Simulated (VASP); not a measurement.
Wanted: the native input for a VASP 6.6.1 run.

```
Task                   : single point
Functional             : r2SCAN
Potentials or basis    : VASP PAW PBE potentials, release 64 (Pb_d, S)
Cutoff                 : 520 eV
k mesh                 : 6 × 6 × 4
Occupations            : gaussian, width 0.01 eV
Spin                   : no spin polarisation
Dipole correction      : no
Further INCAR settings : ALGO = Normal; EDIFF = 1e-07; NBANDS = 28
```

PbS:

```
Pb S
1.0
     4.99709    0.00000    0.00000
    -2.49854    4.32761    0.00000
     0.00000    0.00000    5.99707
Pb S
2 2
Cartesian
  0.0000 2.8851 1.4993
  2.4985 1.4425 4.4978
  2.4985 1.4425 1.4993
  0.0000 2.8851 4.4978
```

One way to write it, as run:

POSCAR

```
PbS
1.0
    4.9970879532      0.0000000000      0.0000000000
   -2.4985439766      4.3276051124      0.0000000000
    0.0000000000      0.0000000000      5.9970707068
Pb S
2 2
Direct
    0.3333333333      0.6666666667      0.2500000000
    0.6666666667      0.3333333333      0.7500000000
    0.6666666667      0.3333333333      0.2500000000
    0.3333333333      0.6666666667      0.7500000000
```

INCAR.step1

```
SYSTEM = PbS
PREC = Accurate
ENCUT = 520
ISMEAR = 0
SIGMA = 0.01
LREAL = .False.
LASPH = .True.
NELM = 60
NBANDS = 28
GGA = PE
ALGO = Normal
EDIFF = 1E-4
LWAVE = .True.
LCHARG = .False.
```

INCAR.step2

```
SYSTEM = PbS
PREC = Accurate
ENCUT = 520
EDIFF = 1E-7
ISMEAR = 0
SIGMA = 0.01
LREAL = .False.
LASPH = .True.
NELM = 60
ALGO = Normal
ISIF = 2
LWAVE = .False.
LCHARG = .False.
METAGGA = R2SCAN
LMIXTAU = .True.
NBANDS = 28
ISTART = 1
```

KPOINTS

```
regular mesh
0
Gamma
  6 6 4
  0 0 0
```

Potentials or basis: VASP PAW PBE potentials, release 64 (Pb_d, S).

The run is started by

```bash
$ cat potpaw_PBE.64/Pb_d/POTCAR potpaw_PBE.64/S/POTCAR > POTCAR
$ cp INCAR.step1 INCAR
$ mpirun -np 1 vasp_std > vasp.out
$ cp INCAR.step2 INCAR
$ mpirun -np 1 vasp_std > vasp.out
```

It gave:

The pressure is 0.0 GPa and the band gap on the k mesh is 1.73 eV.

Caveat: the PAW data sets were made with another functional, which shifts forces and pressure a little; spin-orbit coupling is left out, which moves the levels of the heavy elements.

Run time: 2.7 min on 1 thread of Intel(R) Xeon(R) 6975P-C (Granite Rapids) (shared host), peak memory 0.32 GiB.
